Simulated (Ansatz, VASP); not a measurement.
Two plane-wave programs on PbS

File POSCAR:

```
PbS
1.0
    4.0896976867      0.0000000000      0.0000000000
   -2.0448488433      3.5417820905      0.0000000000
    0.0000000000      0.0000000000      3.7881670000
Pb S
1 1
Direct
    0.0000000000      0.0000000000      0.0000000000
    0.6666666667      0.3333333333      0.5000000000
```

File INCAR.step1:

```
SYSTEM = PbS
PREC = Accurate
ENCUT = 520
EDIFF = 1E-5
ISMEAR = -1
SIGMA = 0.05
LREAL = .False.
LASPH = .True.
NELM = 60
ALGO = Normal
ISIF = 2
LWAVE = .True.
NBANDS = 17
GGA = PE
```

The input INCAR.step2:

```
SYSTEM = PbS
PREC = Accurate
ENCUT = 520
EDIFF = 1E-7
ISMEAR = -1
SIGMA = 0.05
LREAL = .False.
LASPH = .True.
NELM = 60
ALGO = Normal
ISIF = 2
LWAVE = .False.
LCHARG = .True.
GGA = PE
LHFCALC = .True.
AEXX = 0.25
HFSCREEN = 0.4
PRECFOCK = Normal
LELF = .True.
LVHAR = .True.
NBANDS = 17
ISTART = 1
```

KPOINTS

```
Automatic mesh
0
Gamma
  4 4 4
  0 0 0
```

The input input.yaml:

```yaml
crystal:
  lattice:
    - [4.0896976867, 0.0, 0.0]
    - [-2.0448488433, 3.5417820905, 0.0]
    - [0.0, 0.0, 3.788167]
  atoms:
    - { symbol: Pb, position: [0.0, 0.0, 0.0] }
    - { symbol: S, position: [0.6666666667, 0.3333333333, 0.5] }
hamiltonian:
  xc: { exchange: pbe, correlation: pbe, exx: { coeff: 0.25, omega: 0.4 } }
  pseudopotentials: { kind: paw }
kpoints:
  mp_grid: { grid: [4, 4, 4] }
scf:
  occupations: { method: fermi_dirac, width: 0.05 }
output:
  forces: true
  stress: true
  eigenvalues: true
  write_density: true
  write_potential: true
  elf: true
  volumetric_format: npy
```

Alike in both runs: task single point; functional PBE-based screened hybrid with a share of 0.25 of exact exchange and HFSCREEN = 0.4; k mesh 4 × 4 × 4; occupations fermi-dirac, width 0.05 eV; no spin polarisation.

|  | VASP | Ansatz |
| --- | --- | --- |
| version | VASP 6.6.1 | Ansatz 0.2.0 |
| potentials or method | VASP PAW PBE potentials, release 64 (Pb_d, S) | Ansatz PAW |
| plane-wave cutoff (eV) | 520 | 420 |
| valence electrons in the cell | 20 | 20 |

```tsv
	VASP	Ansatz	Ansatz less VASP
gap on the k mesh at the Fermi level (eV)	0.43	0.43	-0.001
least direct gap on the mesh (eV)	1.12	1.11	-0.005
pressure (GPa)	-0.9	-0.9	+0.08
traceless stress, the component that is largest in VASP (GPa)	0.27	0.28	+0.012
```

VASP's potentials were made for PBE, not for PBE-based screened hybrid. The functional is the same, so the differences come from potentials, cutoffs and numerics.

The k mesh is coarse, so the values compare programs but aren't converged. Spin-orbit coupling is off throughout.
